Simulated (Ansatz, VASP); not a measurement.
## Na in VASP and in Ansatz

The input INCAR:

```
PREC     = Accurate       # precision mode
ENCUT    = 600            # plane-wave cutoff, eV
EDIFF    = 1E-7           # SCF threshold, eV
ISMEAR   = -1             # smearing method
SIGMA    = 0.1            # smearing width, eV
LREAL    = False          # projectors in reciprocal space
LASPH    = True           # aspherical terms in the spheres
NELM     = 100            # most SCF steps
ALGO     = Normal         # electronic algorithm
ISIF     = 3              # what is computed and relaxed
LWAVE    = False          # write WAVECAR
LCHARG   = False          # write CHGCAR
GGA      = B5             # functional
ALDAX    = 1.0          
AGGAX    = 1.0          
AGGAC    = 1.0          
ALDAC    = 0.0          
IBRION   = 2              # ionic algorithm
NSW      = 80             # ionic steps
EDIFFG   = -0.01          # ionic threshold
```

File KPOINTS:

```
Automatic mesh
0
Gamma
  11 11 11
```

Contents of POSCAR:

```
Na
1.0
   -2.1125000000      2.1125000000      2.1125000000
    2.1125000000     -2.1125000000      2.1125000000
    2.1125000000      2.1125000000     -2.1125000000
Na
1
Direct
    0.0000000000      0.0000000000      0.0000000000
```

Input for Ansatz:

```yaml
crystal:
  lattice:
    - [-2.1125, 2.1125, 2.1125]
    - [2.1125, -2.1125, 2.1125]
    - [2.1125, 2.1125, -2.1125]
  atoms:
    - { symbol: Na, position: [0.0, 0.0, 0.0] }
hamiltonian:
  xc: blyp
  pseudopotentials:
    kind: paw
    azcp:
      Na: "pseudopotentials/Na.paw.azcp"
basis:
  ecutwfc: 420
  fft_grid_basis: typed
kpoints:
  mp_grid: { grid: [11, 11, 11], shift: [0, 0, 0] }
magnetization:
  spin_polarized: false
scf:
  occupations: { method: fermi_dirac, width: 0.1 }
relax:
  max_steps: 60
  f_tol: 0.01
  cell: {}
```

Alike in both runs: task relaxation of cell and atoms; functional BLYP; k mesh 11 × 11 × 11; occupations fermi-dirac, width 0.1 eV; no spin polarisation.

|  | VASP | Ansatz |
| --- | --- | --- |
| version | VASP 6.6.1 | Ansatz 0.2.0 |
| potentials or method | VASP PAW PBE potentials, release 64 (Na_pv), cutoff 600 eV | plane waves (420 eV) with PAW, scalar-relativistic |
| valence electrons in the cell | 7 | 9 |

Ansatz gave:

* relaxed volume (Å³/atom): 37.25
* relaxed cell length with the largest relative difference (Å): 3.644

Task: Estimate VASP's values.

Result: Relaxed volume (Å³/atom): 37.36; relaxed cell length with the largest relative difference (Å): 3.648.

VASP's potentials were made for PBE, not for BLYP. VASP's potentials hold 7 valence electrons a cell and Ansatz's 9, so a difference there can come from the potentials and not from the codes.
